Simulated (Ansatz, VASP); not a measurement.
Cu in VASP and in Ansatz

The input POSCAR:

```
Cu
1.0
    0.0000000000      1.8075000000      1.8075000000
    1.7713500000      0.0000000000      1.8075000000
    1.7713500000      1.8075000000      0.0000000000
Cu
1
Direct
    0.0000000000      0.0000000000      0.0000000000
```

File INCAR.step1:

```
SYSTEM = Cu
PREC = Accurate ; ENCUT = 520
ISMEAR = 0 ; SIGMA = 0.15
LREAL = .False. ; LASPH = .True.
NELM = 100 ; NBANDS = 12
GGA = PE ; ALGO = Normal
EDIFF = 1E-4 ; LWAVE = .True.
LCHARG = .False.
```

Contents of INCAR.step2:

```
SYSTEM = Cu
PREC = Accurate ; ENCUT = 520
EDIFF = 1E-7 ; ISMEAR = 0
SIGMA = 0.15 ; LREAL = .False.
LASPH = .True. ; NELM = 100
ALGO = Normal ; ISIF = 2
LWAVE = .False. ; LCHARG = .False.
METAGGA = R2SCAN ; LMIXTAU = .True.
NBANDS = 12 ; ISTART = 1
```

Contents of KPOINTS:

```
Automatic mesh
0
Gamma
  22 22 22
  0 0 0
```

Input for Ansatz:

```yaml
crystal:
  lattice:
    - [0.0, 1.8075, 1.8075]
    - [1.77135, 0.0, 1.8075]
    - [1.77135, 1.8075, 0.0]
  atoms:
    - { symbol: Cu, position: [0.0, 0.0, 0.0] }
basis:
  ecutwfc: 500
kpoints:
  mp_grid: { grid: [22, 22, 22] }
hamiltonian:
  xc: r2scan
scf:
  occupations: { method: gaussian, width: 0.15 }
output:
  forces: true
  stress: true
  eigenvalues: true
```

Change from the starting cell: strain -0.0200 x Voigt [1, 0, 0, 0, 0, 0], atoms carried along.

Alike in both runs: task single point; functional r2SCAN; k mesh 22 × 22 × 22; occupations gaussian, width 0.15 eV; no spin polarisation.

|  | VASP | Ansatz |
| --- | --- | --- |
| version | VASP 6.6.1 | Ansatz 0.2.0 |
| potentials or method | VASP PAW PBE potentials, release 64 (Cu), cutoff 520 eV | scalar-relativistic, plane waves, PAW |
| valence electrons in the cell | 11 | 19 |

Ansatz gave:

| Quantity | Value |
| --- | --- |
| gap on the k mesh at the Fermi level (eV) | none |
| pressure (GPa) | -1.8 |
| traceless stress, the component that is largest in VASP (GPa) | 0.75 |

Question: Estimate VASP's values.

Answer: gap on the k mesh at the Fermi level (eV): none; pressure (GPa): -1.2; traceless stress, the component that is largest in VASP (GPa): 0.77.

VASP's potentials were made for PBE, not for r2SCAN. A gap of «none» marks a metal or a gap that the smearing closes. The functional is the same, so the differences come from potentials, cutoffs and numerics. VASP's potentials hold 11 valence electrons a cell and Ansatz's 19, so a difference there can come from the potentials and not from the codes.
